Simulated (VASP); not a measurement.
# LiSi16 (a cell with a defect) in VASP: a series of runs

LiSi16 (a cell with a defect) is run at these levels: PBE; tasks: single point.

Program: VASP 6.6.1. These are calculated values, not measurements. Logs are shortened: lines on timing, memory, paths and dates and some standing lists are left out, and cuts for length are marked.

### Step 1. The cell of the first run

The cell holds a defect, 17 atoms: a = 7.736 Å, b = 7.736 Å, c = 7.736 Å, α = 60.00°, β = 60.00°, γ = 60.00°.

### Step 2. Single point, PBE

Contents of INCAR:

```
SYSTEM = LiSi16
ALGO     = Normal         ! electronic algorithm
EDIFF    = 1E-6           ! SCF threshold, eV
ENCUT    = 520            ! plane-wave cutoff, eV
GGA      = PE             ! functional
ISIF     = 2              ! what is computed and relaxed
ISMEAR   = 0              ! smearing method
LASPH    = .True.         ! aspherical terms in the spheres
LCHARG   = .True.         ! write CHGCAR
LELF     = .True.         ! ELF
LREAL    = Auto         
LVHAR    = .True.       
LWAVE    = .False.        ! write WAVECAR
NBANDS   = 48             ! bands
NELECT   = 66.0         
NELM     = 80             ! most SCF steps
PREC     = Accurate       ! precision mode
SIGMA    = 0.02           ! smearing width, eV
```

Contents of KPOINTS:

```
k-points
0
Gamma
  2 2 2
  0 0 0
```

Contents of POSCAR:

```
LiSi16
1.0
    0.0000000000      5.4700937548     -5.4700937548
    5.4700937548      5.4700937548      0.0000000000
    5.4700937548      0.0000000000     -5.4700937548
Si Li
16 1
Direct
    0.1263638021      0.1278322083      0.1282019466
    0.1263140961      0.6187880874      0.1281583806
    0.6171232794      0.1278496201      0.1282186675
    0.6249448671      0.6263623838      0.1233356343
    0.1262974408      0.1277695800      0.6192107672
    0.1216915710      0.6263209208      0.6266766463
    0.6249371812      0.1230072668      0.6267069066
    0.6249108312      0.6263304955      0.6266857297
    0.2511629779      0.7485191143      0.2528928341
    0.2489314183      0.2506128312      0.2510403407
    0.7469927518      0.7485297036      0.2529023718
    0.7470242101      0.2525812483      0.2529252876
    0.2511266314      0.7484786097      0.7488688050
    0.2511546634      0.2525367469      0.7488954758
    0.7491638216      0.7504807979      0.7508096392
    0.7469814664      0.2525469406      0.7489055467
   -0.0011301192      0.0006482303      0.0010941356
```

Potentials or basis: VASP PAW PBE potentials, release 64 (Si, Li_sv).

Command:

```
$ cat potpaw_PBE.64/Si/POTCAR potpaw_PBE.64/Li_sv/POTCAR > POTCAR
$ mpirun -np 1 vasp_std > vasp.out
```

OUTCAR:

```text
SYSTEM = LiSi16
   EDIFF = 1E-6
   ENCUT = 520
   GGA = PE
   ISIF = 2
   ISMEAR = 0
   LASPH = .True.
   LREAL = Auto
   NELECT = 66.0
   NELM = 80
   PREC = Accurate

 ion  position               nearest neighbor table
   1  0.126  0.128  0.128-  10 2.33  14 2.40   9 2.40  12 2.40  17 2.41
   2  0.126  0.619  0.128-  10 2.33  13 2.40   9 2.40  11 2.40  17 2.41
   3  0.617  0.128  0.128-  10 2.33  16 2.40  11 2.40  12 2.40  17 2.41
   4  0.625  0.626  0.123-  15 2.35  12 2.36   9 2.36  11 2.36
   5  0.126  0.128  0.619-  10 2.33  13 2.40  14 2.40  16 2.40  17 2.41
   6  0.122  0.626  0.627-  15 2.35   9 2.36  14 2.36  13 2.36
   7  0.625  0.123  0.627-  15 2.35  12 2.36  14 2.36  16 2.36
   8  0.625  0.626  0.627-  15 2.35  11 2.36  16 2.36  13 2.36
   9  0.251  0.749  0.253-   4 2.36   6 2.36   1 2.40   2 2.40  17 2.76
  10  0.249  0.251  0.251-   5 2.33   2 2.33   1 2.33   3 2.33
  11  0.747  0.749  0.253-   4 2.36   8 2.36   3 2.40   2 2.40  17 2.76
  12  0.747  0.253  0.253-   4 2.36   7 2.36   3 2.40   1 2.40  17 2.76
  13  0.251  0.748  0.749-   8 2.36   6 2.36   2 2.40   5 2.40  17 2.76
  14  0.251  0.253  0.749-   7 2.36   6 2.36   1 2.40   5 2.40  17 2.76
  15  0.749  0.750  0.751-   4 2.35   7 2.35   8 2.35   6 2.35
  16  0.747  0.253  0.749-   7 2.36   8 2.36   3 2.40   5 2.40  17 2.76
  17  0.999  0.001  0.001-   3 2.41   1 2.41   2 2.41   5 2.41  12 2.76  11 2.76  16 2.76   9 2.76
                            14 2.76  13 2.76

  LATTYP: Found a face centered cubic cell.
 ALAT       =    10.9401875096

  Lattice vectors:

 A1 = (   0.0000000000,   5.4700937548,  -5.4700937548)
 A2 = (   5.4700937548,   5.4700937548,   0.0000000000)
 A3 = (   5.4700937548,   0.0000000000,  -5.4700937548)

Analysis of symmetry for initial positions (statically):
=====================================================================
 Subroutine PRICEL returns:
 Original cell was already a primitive cell.

 Routine SETGRP: Setting up the symmetry group for a
 face centered cubic supercell.

 Subroutine GETGRP returns: Found  1 space group operations
 (whereof  1 operations were pure point group operations)
 out of a pool of 48 trial point group operations.

The static configuration has the point symmetry C_1 .

Analysis of symmetry for dynamics (positions and initial velocities):
=====================================================================
 Subroutine PRICEL returns:
 Original cell was already a primitive cell.

 Routine SETGRP: Setting up the symmetry group for a
 face centered cubic supercell.

 Subroutine GETGRP returns: Found  1 space group operations
 (whereof  1 operations were pure point group operations)
 out of a pool of 48 trial point group operations.

The dynamic configuration has the point symmetry C_1 .

 Subroutine INISYM returns: Found  1 space group operations
 (whereof  1 operations are pure point group operations),
 and found     1 'primitive' translations

----------------------------------------------------------------------------------------

                                     Primitive cell

  volume of cell :     327.3515

  direct lattice vectors                    reciprocal lattice vectors
     0.000000000  5.470093755 -5.470093755    -0.091406112  0.091406112 -0.091406112
     5.470093755  5.470093755  0.000000000     0.091406112  0.091406112  0.091406112
     5.470093755  0.000000000 -5.470093755     0.091406112 -0.091406112 -0.091406112

  length of vectors
     7.735880775  7.735880775  7.735880775     0.158320029  0.158320029  0.158320029

  position of ions in fractional coordinates (direct lattice)
     0.126363802  0.127832208  0.128201947
     0.126314096  0.618788087  0.128158381
     0.617123279  0.127849620  0.128218668
     0.624944867  0.626362384  0.123335634
     0.126297441  0.127769580  0.619210767
     0.121691571  0.626320921  0.626676646
[... 9 lines left out ...]
     0.746981466  0.252546941  0.748905547
     0.998869881  0.000648230  0.001094136

  ion indices of the primitive-cell ions
   primitive index   ion index
                 1           1
                 2           2
                 3           3
                 4           4
                 5           5
                 6           6
[... 9 lines left out ...]
                16          16
                17          17

----------------------------------------------------------------------------------------

 KPOINTS: k-points

Automatic generation of k-mesh.
 Grid dimensions read from file:
 generate k-points for:    2    2    2

 Generating k-lattice:

  Cartesian coordinates                     Fractional coordinates (reciprocal lattice)
    -0.045703056  0.045703056 -0.045703056     0.500000000  0.000000000  0.000000000
     0.045703056  0.045703056  0.045703056     0.000000000  0.500000000  0.000000000
     0.045703056 -0.045703056 -0.045703056     0.000000000  0.000000000  0.500000000

  Length of vectors
     0.079160015  0.079160015  0.079160015

  Shift w.r.t. Gamma in fractional coordinates (k-lattice)
     0.000000000  0.000000000  0.000000000

 Subroutine IBZKPT returns following result:
 ===========================================

 Found      8 irreducible k-points:

 Following reciprocal coordinates:
            Coordinates               Weight
  0.000000  0.000000  0.000000      1.000000
  0.500000  0.000000  0.000000      1.000000
  0.000000  0.500000  0.000000      1.000000
  0.000000  0.000000  0.500000      1.000000
  0.500000  0.500000  0.500000      1.000000
  0.500000  0.500000  0.000000      1.000000
  0.000000  0.500000  0.500000      1.000000
  0.500000  0.000000  0.500000      1.000000
   k-points           NKPTS =      8   k-points in BZ     NKDIM =      8   number of bands    NBANDS=     48
   number of dos      NEDOS =    301   number of ions     NIONS =     17
   total plane-waves  NPLWV = 216000
   dimension x,y,z NGX =    60 NGY =   60 NGZ =   60
   dimension x,y,z NGXF=   120 NGYF=  120 NGZF=  120
   ions per type =              16   1
   NGX,Y,Z   is equivalent  to a cutoff of  12.89, 12.89, 12.89 a.u.
   NGXF,Y,Z  is equivalent  to a cutoff of  25.79, 25.79, 25.79 a.u.
 SYSTEM =  LiSi16
   PREC   = accura    normal or accurate (medium, high low for compatibility)
   ISTART =      0    job   : 0-new  1-cont  2-samecut
   ICHARG =      2    charge: 1-file 2-atom 10-const
   ISPIN  =      1    spin polarized calculation?
   LNONCOLLINEAR =      F non collinear calculations
   LSORBIT =      F    spin-orbit coupling
   LASPH  =      T    aspherical Exc in radial PAW
   ENCUT  =  520.0 eV  38.22 Ry    6.18 a.u.  14.38 14.38 14.38*2*pi/ulx,y,z
   NELM   =     80;   NELMIN=  2; NELMDL= -5     # of ELM steps
   EDIFF  = 0.1E-05   stopping-criterion for ELM
   LREAL  =      T    real-space projection
   EDIFFG = 0.1E-04   stopping-criterion for IOM
   NSW    =      0    number of steps for IOM
   IBRION =     -1    ionic relax: 0-MD 1-quasi-New 2-CG
   NFREE  =      0    steps in history (QN), initial steepest desc. (CG)
   ISIF   =      2    stress and relaxation
   ISYM   =      2    0-nonsym 1-usesym 2-fastsym
   POTIM  = 0.5000    time-step for ionic-motion
   TEBEG  =    0.0;   TEEND  =   0.0 temperature during run
   PSTRESS=    0.0 pullay stress
   NELECT =      66.0000    total number of electrons
   NUPDOWN=      -1.0000    fix difference up-down
   EMIN   =  10.00;   EMAX   =-10.00  energy-range for DOS
   EFERMI =   0.00;   METHOD = LEGACY
   ISMEAR =     0;   SIGMA  =   0.02  broadening in eV -4-tet -1-fermi 0-gaus
   EFERMI_NEDOS =   21; number of points for ismear=-14 and -15
   IALGO  =     38    algorithm
   IMIX   =      4    mixing-type and parameters
     AMIX     =   0.40;   BMIX     =  1.00
     AMIX_MAG =   1.60;   BMIX_MAG =  1.00
  volume/ion in A,a.u.               =      19.26       129.95
  Fermi-wavevector in a.u.,A,eV,Ry     =   0.959956  1.814054 12.537983  0.921516
  Thomas-Fermi vector in A             =   2.089198
   LORBIT       =      0    0 simple, 1 ext, 2 COOP (PROOUT), +10 PAW based schemes
   GGA     = PE    functional components
   LHFCALC =     F    Hartree Fock is set to
   AEXX    =    0.0000 exact exchange contribution
   IVDW    =     0    specifies the selected vdW correction
   LEPSILON=     F    determine dielectric tensor
   LRPA    =     F    only Hartree local field effects (RPA)
 non-spin polarized calculation
 Gauss-broadening in eV      SIGMA  =   0.02
  energy-cutoff  :      520.00
  volume of cell :      327.35
 maximum number of plane-waves:      8824
 NGX is ok and might be reduce to    60
   NGX = 29   NGY = 29   NGZ = 29

 number of electron      66.0000002 magnetization

 Free energy of the ion-electron system (eV)
  ---------------------------------------------------
  ext. energy  EPLUGINS =         0.00000000
  ---------------------------------------------------
  free energy    TOTEN  =       -93.44263489 eV

  energy without entropy =      -93.44263489  energy(sigma->0) =      -93.44263489

 E-fermi :   5.9710     XC(G=0):  -9.3544

 val. band max:        5.8185666641   @ k =   0.0000   0.0000   0.0000
 cond. band min:       6.5039604388   @ k =   0.0000   0.0000   0.0000
 fundamental gap:      0.6853937747
 Fermi energy:         5.9709921044

 k-point     1 :       0.0000    0.0000    0.0000
  band No.  band energies     occupation
      1     -40.5982      2.00000
      2      -5.9975      2.00000
      3      -3.8009      2.00000
      4      -3.7375      2.00000
      5      -3.7374      2.00000
      6      -3.7374      2.00000
[... 37 lines left out ...]
     44       8.1261      0.00000
     45       8.1267      0.00000

 k-point     2 :       0.5000    0.0000    0.0000
  band No.  band energies     occupation
      1     -40.5982      2.00000
      2      -5.2848      2.00000
      3      -5.1587      2.00000
      4      -3.4835      2.00000
      5      -3.4370      2.00000
      6      -3.4369      2.00000
[... 37 lines left out ...]
     44       9.3785      0.00000
     45       9.3787      0.00000

 k-point     3 :       0.0000    0.5000    0.0000
  band No.  band energies     occupation
      1     -40.5982      2.00000
      2      -5.2848      2.00000
      3      -5.1587      2.00000
      4      -3.4836      2.00000
      5      -3.4371      2.00000
      6      -3.4369      2.00000
[... 37 lines left out ...]
     44       9.3786      0.00000
     45       9.3788      0.00000

 k-point     4 :       0.0000    0.0000    0.5000
  band No.  band energies     occupation
      1     -40.5982      2.00000
      2      -5.2847      2.00000
      3      -5.1588      2.00000
      4      -3.4836      2.00000
      5      -3.4371      2.00000
      6      -3.4369      2.00000
[... 37 lines left out ...]
     44       9.3786      0.00000
     45       9.3788      0.00000

 k-point     5 :       0.5000    0.5000    0.5000
  band No.  band energies     occupation
      1     -40.5982      2.00000
      2      -5.2848      2.00000
      3      -5.1587      2.00000
      4      -3.4836      2.00000
      5      -3.4371      2.00000
      6      -3.4368      2.00000
[... 37 lines left out ...]
     44       9.3785      0.00000
     45       9.3787      0.00000

 k-point     6 :       0.5000    0.5000    0.0000
  band No.  band energies     occupation
      1     -40.5982      2.00000
      2      -4.9989      2.00000
      3      -4.9108      2.00000
      4      -4.0419      2.00000
      5      -4.0082      2.00000
      6      -4.0082      2.00000
[... 37 lines left out ...]
     44      10.1120      0.00000
     45      10.1687      0.00000

 k-point     7 :       0.0000    0.5000    0.5000
  band No.  band energies     occupation
      1     -40.5982      2.00000
      2      -4.9989      2.00000
      3      -4.9108      2.00000
      4      -4.0419      2.00000
      5      -4.0082      2.00000
      6      -4.0082      2.00000
[... 37 lines left out ...]
     44      10.1120      0.00000
     45      10.1685      0.00000

 k-point     8 :       0.5000    0.0000    0.5000
  band No.  band energies     occupation
      1     -40.5982      2.00000
      2      -4.9989      2.00000
      3      -4.9108      2.00000
      4      -4.0419      2.00000
      5      -4.0082      2.00000
      6      -4.0082      2.00000
[... 37 lines left out ...]
     44      10.1119      0.00000
     45      10.1685      0.00000
 [bands above 45 left out]

------------------------ aborting loop because EDIFF is reached ----------------------------------------

  FORCE on cell =-STRESS in cart. coord.  units (eV):
  Direction    XX          YY          ZZ          XY          YZ          ZX
  --------------------------------------------------------------------------------------
  -------------------------------------------------------------------------------------
  Total       -5.3527691     -5.3473061     -5.3444243      0.0018101      0.0010757      0.0003271
  in kB      -26.1984010    -26.1716631    -26.1575585      0.0088595      0.0052651      0.0016011
  external PRESSURE =     -26.1758742 kB  Pullay stress =       0.0000000 kB

 VOLUME and BASIS-vectors are now :
 -----------------------------------------------------------------------------
  energy-cutoff  :      520.00
  volume of cell :      327.35
      direct lattice vectors                 reciprocal lattice vectors
     0.000000000  5.470093755 -5.470093755    -0.091406112  0.091406112 -0.091406112
     5.470093755  5.470093755  0.000000000     0.091406112  0.091406112  0.091406112
     5.470093755  0.000000000 -5.470093755     0.091406112 -0.091406112 -0.091406112

 POSITION                                       TOTAL-FORCE (eV/Angst)
 -----------------------------------------------------------------------------------
      1.40053      1.39048     -1.39250         0.003625      0.002867     -0.003065
      4.08587      4.07578     -1.39199        -0.001958     -0.003291     -0.002482
      1.40072      4.07507     -4.07709         0.004735     -0.003314      0.003224
      4.10092      6.84477     -4.09316         0.000532      0.001249      0.001576
      4.08605      1.38977     -4.07800        -0.001860      0.002841      0.003224
      6.85401      4.09170     -4.09364         0.001000      0.000070      0.000142
[... 9 lines left out ...]
      5.47804      5.46751     -8.18264        -0.000445      0.000018     -0.000697
      0.00953      5.46746     -5.46990        -0.001411      0.000208     -0.000333
 -----------------------------------------------------------------------------------
    total drift:                                0.000249      0.000672      0.001603

  FREE ENERGIE OF THE ION-ELECTRON SYSTEM (eV)
  ---------------------------------------------------
  free  energy   TOTEN  =       -93.4426348934 eV

  energy  without entropy=      -93.4426348934  energy(sigma->0) =      -93.44263489
```

Run time: 6.5 min. Hardware: 1 thread of AMD EPYC 7R43 (Zen 3), shared host; peak memory 0.43 GiB.

What came out:

* Free energy: -93.4426 eV
* Largest force: 0.007 eV/Å

Forces in eV/Å, atoms in the order of the input:
```
Si   0.004  0.003 -0.003
Si  -0.002 -0.003 -0.002
Si   0.005 -0.003  0.003
Si   0.001  0.001  0.002
Si  -0.002  0.003  0.003
Si   0.001  0.000  0.000
Si   0.000 -0.001 -0.001
Si   0.001  0.000  0.000
Si  -0.001  0.000  0.000
Si  -0.003  0.001  0.000
Si  -0.001  0.001  0.000
Si  -0.001  0.000  0.000
Si   0.000  0.000  0.000
Si   0.000  0.000  0.000
Si   0.001  0.000  0.000
Si   0.000  0.000 -0.001
Li  -0.001  0.000  0.000
```

Caveat: the k points lie up to 0.50 Å⁻¹ apart; the cell carries a net charge on a neutralising background, which shifts energy and pressure; the cell is charged against a uniform background, so pressure and absolute levels hang on convention; the cutoff is under 1.25 times the usual one of these potentials, so pressure, stress and relaxed cells hold a basis-set (Pulay) error.

(Continued in part 2 of 2.)
